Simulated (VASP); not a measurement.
# In3GaSb2N2 (P3m1) in VASP: relaxation of cell and atoms with PBE

Aim: the relaxation of cell and atoms of In3GaSb2N2 with PBE.

Everything below comes from runs of VASP 6.6.1. Logs are shortened: lines on timing, memory, paths and dates and some standing lists are left out, and cuts for length are marked.

### Step 1. The cell of the first run

Symmetry: P3m1, No. 156, trigonal system. Conventional cell: a = 3.545 Å, b = 3.545 Å, c = 15.758 Å, α = 90.00°, β = 90.00°, γ = 120.00°. In (site symmetry 3m) has 3 N at 2.51 Å and 3 Sb at 3.27 Å and 3 Ga at 3.41 Å and 6 In at 3.54 Å within 3.6 Å. Within 3.3 Å of In (site symmetry 3m) lie 3 N at 2.49 Å and 3 Sb at 3.26 Å. In (site symmetry 3m) has 3 N at 2.49 Å and 3 Sb at 3.27 Å within 3.3 Å. Ga (site symmetry 3m) has 3 N at 2.41 Å and 3 Sb at 3.29 Å and 3 In at 3.41 Å and 6 Ga at 3.54 Å within 3.6 Å. Within 4.5 Å of Sb (site symmetry 3m) lie 6 In at 3.26 to 3.27 Å and 6 Sb at 3.54 Å and 6 N at 4.44 to 4.50 Å. Within 4.5 Å of Sb (site symmetry 3m) lie 3 In at 3.27 Å and 3 Ga at 3.29 Å and 6 Sb at 3.54 Å and 6 N at 4.36 to 4.46 Å. N (site symmetry 3m) has 3 Ga at 2.41 Å and 3 In at 2.51 Å within 3.2 Å. Within 3.3 Å of N (site symmetry 3m) lie 6 In at 2.49 Å.

The cell was generated, and may not be a known phase.

### Step 2. Relaxation of cell and atoms, PBE

INCAR

```
SYSTEM = In3GaSb2N2
PREC     = Accurate       ! precision mode
ENCUT    = 800            ! plane-wave cutoff, eV
EDIFF    = 1E-7           ! SCF threshold, eV
ISMEAR   = 0              ! smearing method
SIGMA    = 0.15           ! smearing width, eV
LREAL    = .FALSE.        ! projectors in reciprocal space
LASPH    = .TRUE.         ! aspherical terms in the spheres
NELM     = 300            ! most SCF steps
ALGO     = All            ! electronic algorithm
ISIF     = 3              ! what is computed and relaxed
LWAVE    = .FALSE.        ! write WAVECAR
LCHARG   = .FALSE.        ! write CHGCAR
GGA      = PE             ! functional
IBRION   = 2              ! ionic algorithm
NSW      = 36             ! ionic steps
EDIFFG   = -0.08          ! ionic threshold
GGA_COMPAT= .FALSE.      
NELMIN   = 4            
ISEARCH  = 1            
KPAR     = 4
```

KPOINTS

```
Automatic mesh
0
G
  4 4 1
  0 0 0
```

POSCAR

```
In3GaSb2N2
1.0
    3.5448031800      0.0000000000      0.0000000000
   -1.7724015900      3.0698896000      0.0000000000
    0.0000000000      0.0000000000     15.7575074000
In Ga Sb N
3 1 2 2
Direct
    0.6666666700      0.3333333300      0.5878909800
    0.6666666700      0.3333333300      0.9105119700
    0.0000000000      0.0000000000      0.0896600000
    0.0000000000      0.0000000000      0.4148100000
    0.0000000000      0.0000000000      0.7497509700
    0.6666666700      0.3333333300      0.2515630100
    0.3333333300      0.6666666700      0.4956620000
    0.3333333300      0.6666666700      0.0001520000
```

Potentials or basis: VASP PAW PBE potentials, release 64 (In_d, Ga_d, Sb, N).

The run is started by

```console
$ cat potpaw_PBE.64/In_d/POTCAR potpaw_PBE.64/Ga_d/POTCAR potpaw_PBE.64/Sb/POTCAR potpaw_PBE.64/N/POTCAR > POTCAR
$ mpirun -np 4 vasp_std > vasp.out
```

OUTCAR:

```text
SYSTEM = In3GaSb2N2
   PREC = Accurate
   ENCUT = 800
   EDIFF = 1E-7
   ISMEAR = 0
   LREAL = .FALSE.
   LASPH = .TRUE.
   NELM = 300
   ISIF = 3
   GGA = PE
   IBRION = 2
   NSW = 36
   EDIFFG = -0.08
   NELMIN = 4

 ion  position               nearest neighbor table
   1  0.667  0.333  0.588-   7 2.51   7 2.51   7 2.51   5 3.27   5 3.27   5 3.27   4 3.41   4 3.41
                             4 3.41
   2  0.667  0.333  0.911-   8 2.49   8 2.49   8 2.49   5 3.26   5 3.26   5 3.26   3 3.49   3 3.49
                             3 3.49
   3  0.000  0.000  0.090-   8 2.49   8 2.49   8 2.49   6 3.27   6 3.27   6 3.27   2 3.49   2 3.49
                             2 3.49
   4  0.000  0.000  0.415-   6 3.29   6 3.29   6 3.29   1 3.41   1 3.41   1 3.41
   5  0.000  0.000  0.750-   2 3.26   2 3.26   2 3.26   1 3.27   1 3.27   1 3.27
   6  0.667  0.333  0.252-   3 3.27   3 3.27   3 3.27   4 3.29   4 3.29   4 3.29
   7  0.333  0.667  0.496-   1 2.51   1 2.51   1 2.51
   8  0.333  0.667  0.000-   3 2.49   3 2.49   3 2.49   2 2.49   2 2.49   2 2.49

  LATTYP: Found a hexagonal cell.
 ALAT       =     3.5448031800
 C/A-ratio  =     4.4452418371

  Lattice vectors:

 A1 = (   3.5448031800,   0.0000000000,   0.0000000000)
 A2 = (  -1.7724015900,   3.0698896000,   0.0000000000)
 A3 = (   0.0000000000,   0.0000000000,  15.7575074000)

Analysis of symmetry for initial positions (statically):
=====================================================================
 Subroutine PRICEL returns:
 Original cell was already a primitive cell.

 Routine SETGRP: Setting up the symmetry group for a
 hexagonal supercell.

 Subroutine GETGRP returns: Found  6 space group operations
 (whereof  6 operations were pure point group operations)
 out of a pool of 24 trial point group operations.

The static configuration has the point symmetry C_3v.

Analysis of symmetry for dynamics (positions and initial velocities):
=====================================================================
 Subroutine PRICEL returns:
 Original cell was already a primitive cell.

 Routine SETGRP: Setting up the symmetry group for a
 hexagonal supercell.

 Subroutine GETGRP returns: Found  6 space group operations
 (whereof  6 operations were pure point group operations)
 out of a pool of 24 trial point group operations.

The dynamic configuration has the point symmetry C_3v.

 Subroutine INISYM returns: Found  6 space group operations
 (whereof  6 operations are pure point group operations),
 and found     1 'primitive' translations

----------------------------------------------------------------------------------------

                                     Primitive cell

  volume of cell :     171.4756

  direct lattice vectors                    reciprocal lattice vectors
     3.544803180  0.000000000  0.000000000     0.282103110  0.162872307  0.000000000
    -1.772401590  3.069889600  0.000000000     0.000000000  0.325744613  0.000000000
     0.000000000  0.000000000 15.757507400     0.000000000  0.000000000  0.063461814

  length of vectors
     3.544803180  3.544803175 15.757507400     0.325744613  0.325744613  0.063461814

  position of ions in fractional coordinates (direct lattice)
     0.666666670  0.333333330  0.587890980
     0.666666670  0.333333330  0.910511970
     0.000000000  0.000000000  0.089660000
     0.000000000  0.000000000  0.414810000
     0.000000000  0.000000000  0.749750970
     0.666666670  0.333333330  0.251563010
     0.333333330  0.666666670  0.495662000
     0.333333330  0.666666670  0.000152000

  ion indices of the primitive-cell ions
   primitive index   ion index
                 1           1
                 2           2
                 3           3
                 4           4
                 5           5
                 6           6
                 7           7
                 8           8

----------------------------------------------------------------------------------------

 KPOINTS: Automatic mesh

Automatic generation of k-mesh.
 Grid dimensions read from file:
 generate k-points for:    4    4    1

 Generating k-lattice:

  Cartesian coordinates                     Fractional coordinates (reciprocal lattice)
     0.070525777  0.040718077  0.000000000     0.250000000 -0.000000000  0.000000000
     0.000000000  0.081436153  0.000000000     0.000000000  0.250000000  0.000000000
     0.000000000  0.000000000  0.063461814     0.000000000  0.000000000  1.000000000

  Length of vectors
     0.081436153  0.081436153  0.063461814

  Shift w.r.t. Gamma in fractional coordinates (k-lattice)
     0.000000000  0.000000000  0.000000000

 Subroutine IBZKPT returns following result:
 ===========================================

 Found      4 irreducible k-points:

 Following reciprocal coordinates:
            Coordinates               Weight
  0.000000  0.000000  0.000000      1.000000
  0.250000  0.000000  0.000000      6.000000
  0.500000  0.000000  0.000000      3.000000
  0.250000  0.250000  0.000000      6.000000
   k-points           NKPTS =      4   k-points in BZ     NKDIM =      4   number of bands    NBANDS=     43
   number of dos      NEDOS =    301   number of ions     NIONS =      8
   total plane-waves  NPLWV = 194400
   dimension x,y,z NGX =    36 NGY =   36 NGZ =  150
   dimension x,y,z NGXF=    72 NGYF=   72 NGZF=  300
   ions per type =               3   1   2   2
   NGX,Y,Z   is equivalent  to a cutoff of  16.88, 16.88, 15.83 a.u.
   NGXF,Y,Z  is equivalent  to a cutoff of  33.77, 33.77, 31.65 a.u.
 SYSTEM =  In3GaSb2N2
   PREC   = accura    normal or accurate (medium, high low for compatibility)
   ISTART =      0    job   : 0-new  1-cont  2-samecut
   ICHARG =      2    charge: 1-file 2-atom 10-const
   ISPIN  =      1    spin polarized calculation?
   LNONCOLLINEAR =      F non collinear calculations
   LSORBIT =      F    spin-orbit coupling
   LASPH  =      T    aspherical Exc in radial PAW
   ENCUT  =  800.0 eV  58.80 Ry    7.67 a.u.   8.18  8.18 36.34*2*pi/ulx,y,z
   NELM   =    300;   NELMIN=  4; NELMDL= -5     # of ELM steps
   EDIFF  = 0.1E-06   stopping-criterion for ELM
   LREAL  =      F    real-space projection
   EDIFFG = -.8E-01   stopping-criterion for IOM
   NSW    =     36    number of steps for IOM
   IBRION =      2    ionic relax: 0-MD 1-quasi-New 2-CG
   NFREE  =      1    steps in history (QN), initial steepest desc. (CG)
   ISIF   =      3    stress and relaxation
   ISYM   =      2    0-nonsym 1-usesym 2-fastsym
   POTIM  = 0.5000    time-step for ionic-motion
   TEBEG  =    0.0;   TEEND  =   0.0 temperature during run
   PSTRESS=    0.0 pullay stress
   NELECT =      72.0000    total number of electrons
   NUPDOWN=      -1.0000    fix difference up-down
   EMIN   =  10.00;   EMAX   =-10.00  energy-range for DOS
   EFERMI =   0.00;   METHOD = LEGACY
   ISMEAR =     0;   SIGMA  =   0.15  broadening in eV -4-tet -1-fermi 0-gaus
   EFERMI_NEDOS =   21; number of points for ismear=-14 and -15
   IALGO  =     58    algorithm
   IMIX   =      4    mixing-type and parameters
     AMIX     =   0.40;   BMIX     =  1.00
     AMIX_MAG =   1.60;   BMIX_MAG =  1.00
  volume/ion in A,a.u.               =      21.43       144.65
  Fermi-wavevector in a.u.,A,eV,Ry     =   1.225890  2.316596 20.446923  1.502806
  Thomas-Fermi vector in A             =   2.360911
   LORBIT       =      0    0 simple, 1 ext, 2 COOP (PROOUT), +10 PAW based schemes
   GGA     = PE    functional components
   LHFCALC =     F    Hartree Fock is set to
   AEXX    =    0.0000 exact exchange contribution
   IVDW    =     0    specifies the selected vdW correction
   LEPSILON=     F    determine dielectric tensor
   LRPA    =     F    only Hartree local field effects (RPA)
 conjugate gradient relaxation of ions
 non-spin polarized calculation
 Gauss-broadening in eV      SIGMA  =   0.15
  energy-cutoff  :      800.00
  volume of cell :      171.48
 maximum number of plane-waves:      8822
 NGX is ok and might be reduce to    36
   NGX = 17   NGY = 17   NGZ = 73

--------------------------------------- Ionic step        1  -------------------------------------------

 number of electron      72.0000008 magnetization

 Free energy of the ion-electron system (eV)
  ---------------------------------------------------
  ext. energy  EPLUGINS =         0.00000000
  ---------------------------------------------------
  free energy    TOTEN  =       -33.05847301 eV

  energy without entropy =      -33.02022443  energy(sigma->0) =      -33.03934872

------------------------ aborting loop because EDIFF is reached ----------------------------------------

  FORCE on cell =-STRESS in cart. coord.  units (eV):
  Direction    XX          YY          ZZ          XY          YZ          ZX
  --------------------------------------------------------------------------------------
  -------------------------------------------------------------------------------------
  Total       -5.8371091     -5.8371090     -9.0430254      0.0000000      0.0000000      0.0000000
  in kB      -54.5388513    -54.5388511    -84.4932330      0.0000000      0.0000000      0.0000000
  external PRESSURE =     -64.5236451 kB  Pullay stress =       0.0000000 kB
[... 107 lines left out ...]
  FREE ENERGIE OF THE ION-ELECTRON SYSTEM (eV)
  ---------------------------------------------------
  free  energy   TOTEN  =       -33.4729404447 eV

  energy  without entropy=      -33.4376219818  energy(sigma->0) =      -33.45528121

[... ionic steps 4 to 33 ...]

--------------------------------------- Ionic step       34  -------------------------------------------

 number of electron      72.0000000 magnetization

------------------------ aborting loop because EDIFF is reached ----------------------------------------

  FORCE on cell =-STRESS in cart. coord.  units (eV):
  Direction    XX          YY          ZZ          XY          YZ          ZX
  --------------------------------------------------------------------------------------
  -------------------------------------------------------------------------------------
  Total        0.0384813      0.0384813      0.8192767      0.0000000      0.0000000     -0.0000000
  in kB        0.3699255      0.3699255      7.8758000      0.0000000      0.0000000     -0.0000000
  external PRESSURE =       2.8718837 kB  Pullay stress =       0.0000000 kB
[... 69 lines left out ...]
  energy  without entropy=      -34.2256373476  energy(sigma->0) =      -34.23907235

--------------------------------------- Ionic step       36  -------------------------------------------

 number of electron      72.0000001 magnetization

 Free energy of the ion-electron system (eV)
  ---------------------------------------------------
  ext. energy  EPLUGINS =         0.00000000
  ---------------------------------------------------
  free energy    TOTEN  =       -34.25555165 eV

  energy without entropy =      -34.22725887  energy(sigma->0) =      -34.24140526

 E-fermi :   7.0804     XC(G=0): -10.3681

 val. band max:        7.0763968855   @ k =   0.5000   0.0000   0.0000
 cond. band min:       7.3311666848   @ k =   0.2500   0.2500   0.0000
 fundamental gap:      0.2547697994
 Fermi energy:         7.0803653368

 k-point     1 :       0.0000    0.0000    0.0000
  band No.  band energies     occupation
      1      -8.8266      2.00000
      2      -8.0994      2.00000
      3      -7.8411      2.00000
      4      -7.8109      2.00000
      5      -7.8109      2.00000
      6      -7.6359      2.00000
[... 35 lines left out ...]
     42      12.6055      0.00000
     43      14.4086      0.00000

 k-point     2 :       0.2500    0.0000    0.0000
  band No.  band energies     occupation
      1      -8.6070      2.00000
      2      -8.3933      2.00000
      3      -7.8712      2.00000
      4      -7.7260      2.00000
      5      -7.7167      2.00000
      6      -7.6827      2.00000
[... 35 lines left out ...]
     42      10.8948      0.00000
     43      11.7581      0.00000

 k-point     3 :       0.5000    0.0000    0.0000
  band No.  band energies     occupation
      1      -8.5874      2.00000
      2      -8.4712      2.00000
      3      -7.9272      2.00000
      4      -7.7930      2.00000
      5      -7.6679      2.00000
      6      -7.6531      2.00000
[... 35 lines left out ...]
     42       9.6997      0.00000
     43      10.2486      0.00000

 k-point     4 :       0.2500    0.2500    0.0000
  band No.  band energies     occupation
      1      -8.5435      2.00000
      2      -8.4481      2.00000
      3      -7.7981      2.00000
      4      -7.7629      2.00000
      5      -7.7131      2.00000
      6      -7.6984      2.00000
[... 70 lines left out ...]
  FREE ENERGIE OF THE ION-ELECTRON SYSTEM (eV)
  ---------------------------------------------------
  free  energy   TOTEN  =       -34.2555516511 eV

  energy  without entropy=      -34.2272544157  energy(sigma->0) =      -34.24140303

 reached required accuracy - stopping structural energy minimisation
```

Wall time 27 min (4 MPI ranks of AMD EPYC 9R45 (Zen 5), shared host); peak memory 0.53 GiB.

Results:

```
Free energy                           : -34.2556 eV
Relaxed volume                        : 20.73 Å³/atom
Relaxed cell                          : a = 3.379 Å, b = 3.379 Å, c = 16.765 Å, α = 90.00°, β = 90.00°, γ = 120.00°
Space group after relaxing (to 0.1 Å) : P3m1 (No. 156)
Energy gained by relaxing             : 149.6 meV/atom
Ionic steps                           : 36
Pressure after relaxing               : 0.0 GPa
Largest force after relaxing          : 0.063 eV/Å
Band gap on the k mesh                : zero (bands 36 and 37 overlap by 2.68 eV)
```

Forces in eV/Å, atoms in the order of the input:
```
In   0.000  0.000 -0.048
In   0.000  0.000  0.056
In   0.000  0.000 -0.039
Ga   0.000  0.000  0.058
Sb   0.000  0.000  0.032
Sb   0.000  0.000 -0.063
N    0.000  0.000 -0.041
N    0.000  0.000  0.045
```

Stress tensor (GPa, compression positive):
```
-0.13  0.00  0.00
 0.00 -0.13  0.00
 0.00  0.00  0.19
```

Step by step:
| step | energy change (eV) | largest force (eV/Å) | pressure (GPa) | volume (Å³) |
| --- | --- | --- | --- | --- |
| 1 | 0.0000 | 0.9015 | -6.45 | 171.48 |
| 2 | -0.3744 | 0.4289 | 2.89 | 150.91 |
| 3 | -0.4145 | 0.3624 | 0.21 | 155.33 |
| 4 | -0.4304 | 0.3668 | 0.09 | 155.55 |
| 5 | -0.4507 | 0.3513 | -0.18 | 156.19 |
| 6 | -0.4641 | 0.3641 | -0.23 | 156.07 |
| 7 | -0.5013 | 0.3741 | -0.23 | 155.70 |
| 8 | -0.5465 | 0.4099 | 0.07 | 154.95 |
| 9 | -0.5870 | 0.3380 | -0.09 | 155.06 |
| 10 | -0.6074 | 0.4614 | -0.15 | 155.15 |
| 11 | -0.6371 | 0.5194 | 0.06 | 154.99 |
| 12 | -0.7281 | 0.6746 | 0.76 | 154.49 |
| 13 | -0.7782 | 1.0443 | 2.57 | 153.39 |
| 14 | -0.7939 | 0.9188 | 1.77 | 153.82 |
| 15 | -0.8280 | 0.9219 | 1.28 | 155.03 |
| 16 | -0.8837 | 0.9461 | 0.03 | 158.69 |
| 17 | -0.8897 | 0.9538 | -0.36 | 160.13 |
| 18 | -0.9372 | 0.8952 | -0.41 | 160.34 |
| 19 | -1.0543 | 0.6853 | -0.36 | 160.96 |
| 20 | -1.1245 | 0.2308 | 0.45 | 162.21 |
| 21 | -1.1331 | 0.2412 | 0.09 | 161.82 |
| 22 | -1.1340 | 0.2278 | 0.16 | 161.91 |
| 23 | -1.1530 | 0.1801 | -0.01 | 162.60 |
| 24 | -1.1564 | 0.2277 | -0.10 | 163.05 |
| 25 | -1.1619 | 0.1508 | 0.09 | 162.77 |
| 26 | -1.1637 | 0.1231 | 0.29 | 162.48 |
| 27 | -1.1670 | 0.1179 | -0.16 | 163.51 |
| 28 | -1.1671 | 0.1284 | -0.25 | 163.72 |
| 29 | -1.1709 | 0.1313 | -0.11 | 163.54 |
| 30 | -1.1753 | 0.2228 | 0.28 | 163.09 |
| 31 | -1.1777 | 0.2163 | 0.26 | 163.25 |
| 32 | -1.1841 | 0.1938 | 0.22 | 163.74 |
| 33 | -1.1927 | 0.1362 | 0.19 | 164.71 |
| 34 | -1.1831 | 0.2151 | 0.29 | 166.67 |
| 35 | -1.1940 | 0.1028 | 0.19 | 165.17 |
| 36 | -1.1971 | 0.0626 | -0.02 | 165.82 |

Final structure:
```cif
data_structure
_symmetry_space_group_name_H-M 'P 1'
_symmetry_Int_Tables_number 1
_cell_length_a 3.3795
_cell_length_b 3.3795
_cell_length_c 16.7653
_cell_angle_alpha 90.000
_cell_angle_beta 90.000
_cell_angle_gamma 120.000
_cell_volume 165.82
loop_
_atom_site_label
_atom_site_type_symbol
_atom_site_fract_x
_atom_site_fract_y
_atom_site_fract_z
_atom_site_occupancy
In1 In 0.66667 0.33333 0.61627 1
In2 In 0.66667 0.33333 0.92827 1
In3 In 0.00000 0.00000 0.09184 1
Ga1 Ga 0.00000 0.00000 0.41883 1
Sb1 Sb 0.00000 0.00000 0.78220 1
Sb2 Sb 0.66667 0.33333 0.23017 1
N1 N 0.33333 0.66667 0.42847 1
N2 N 0.33333 0.66667 0.00396 1
```

Levels at points of the mesh, in eV from the Fermi level:
```
           k point  band 32  band 33  band 34  band 35  band 36  band 37  band 38  band 39  band 40  band 41
(0.00, 0.00, 0.00)    -1.39    -1.39    -0.26    -0.02     2.14     3.46     4.65     4.65     4.96     4.96
(0.50, 0.00, 0.00)    -2.45    -2.40    -1.72    -1.57    -0.71     0.00     1.43     1.82     2.19     2.58
```

Caveat: the k points lie up to 0.54 Å⁻¹ apart in the final cell, too coarse for converged energies and pressures of a metal; spin-orbit coupling is left out, which moves the levels of the heavy elements; the relaxation stopped at a loose force limit of 0.08 eV/Å, so its end isn't a converged minimum.

The gap in the log of VASP goes by the Fermi energy; the results here count the filled bands.